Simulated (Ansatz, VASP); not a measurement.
AlN in VASP and in Ansatz

File INCAR:

```
SYSTEM = AlN
PREC     = Accurate       ! precision mode
ENCUT    = 520            ! plane-wave cutoff, eV
EDIFF    = 1E-6           ! SCF threshold, eV
ISMEAR   = 0              ! smearing method
SIGMA    = 0.05           ! smearing width, eV
LREAL    = .FALSE.        ! projectors in reciprocal space
LASPH    = .TRUE.         ! aspherical terms in the spheres
NELM     = 80             ! most SCF steps
ALGO     = Normal         ! electronic algorithm
ISIF     = 2              ! what is computed and relaxed
LWAVE    = .FALSE.        ! write WAVECAR
LCHARG   = .FALSE.        ! write CHGCAR
GGA      = PE             ! functional
NBANDS   = 26             ! bands
```

File KPOINTS:

```
regular mesh
0
G
  8 8 3
  0 0 0
```

Contents of POSCAR:

```
AlN
1.0
   -3.1302395629      0.0000000000      0.0000000000
   -1.5651197814     -2.7108669814      0.0000000000
    0.0000000000      0.0000000000     13.0359593112
Al N
4 4
Direct
    0.3333333333      0.3333333333      0.5039662147
    0.3333333333      0.3333333333      0.1190325450
    0.6666666667      0.6666666667      0.6964330495
    0.6666666667      0.6666666667      0.3114993798
    0.3333333333      0.3333333333      0.6508347944
    0.3333333333      0.3333333333      0.2659011247
    0.6666666667      0.6666666667      0.0734342899
    0.6666666667      0.6666666667      0.4583679596
```

Input for Ansatz:

```yaml
crystal:
  lattice:
    - [-3.1302395629, 0.0, 0.0]
    - [-1.5651197814, -2.7108669814, 0.0]
    - [0.0, 0.0, 13.0359593112]
  atoms:
    - { symbol: Al, position: [0.3333333333, 0.3333333333, 0.5039662147] }
    - { symbol: Al, position: [0.3333333333, 0.3333333333, 0.119032545] }
    - { symbol: Al, position: [0.6666666667, 0.6666666667, 0.6964330495] }
    - { symbol: Al, position: [0.6666666667, 0.6666666667, 0.3114993798] }
    - { symbol: "N", position: [0.3333333333, 0.3333333333, 0.6508347944] }
    - { symbol: "N", position: [0.3333333333, 0.3333333333, 0.2659011247] }
    - { symbol: "N", position: [0.6666666667, 0.6666666667, 0.0734342899] }
    - { symbol: "N", position: [0.6666666667, 0.6666666667, 0.4583679596] }
basis:
  ecutwfc: 420
kpoints:
  mp_grid: { grid: [8, 8, 3] }
hamiltonian:
  xc: pbe
scf:
  occupations: { method: gaussian, width: 0.05 }
output:
  forces: true
  stress: true
  eigenvalues: true
```

Alike in both runs: task single point; functional PBE; k mesh 8 × 8 × 3; occupations gaussian, width 0.05 eV; no spin polarisation.

```csv
,VASP,Ansatz
version,VASP 6.6.1,Ansatz 0.2.0
potentials or method,"VASP PAW PBE potentials, release 64 (Al, N), cutoff 520 eV","scalar-relativistic, plane waves, PAW"
valence electrons in the cell,32,32
```

```csv
,VASP,Ansatz,Ansatz less VASP
gap on the k mesh at the Fermi level (eV),none,none,-
pressure (GPa),-1.4,-1.2,+0.19
"traceless stress, the component that is largest in VASP (GPa)",0.74,0.77,+0.028
rms of the force components (eV/Å),0.783,0.785,+0.0010
```

Atom by atom the forces differ by 0.006 eV/Å (rms over components). A gap of «none» marks a metal or a gap that the smearing closes.
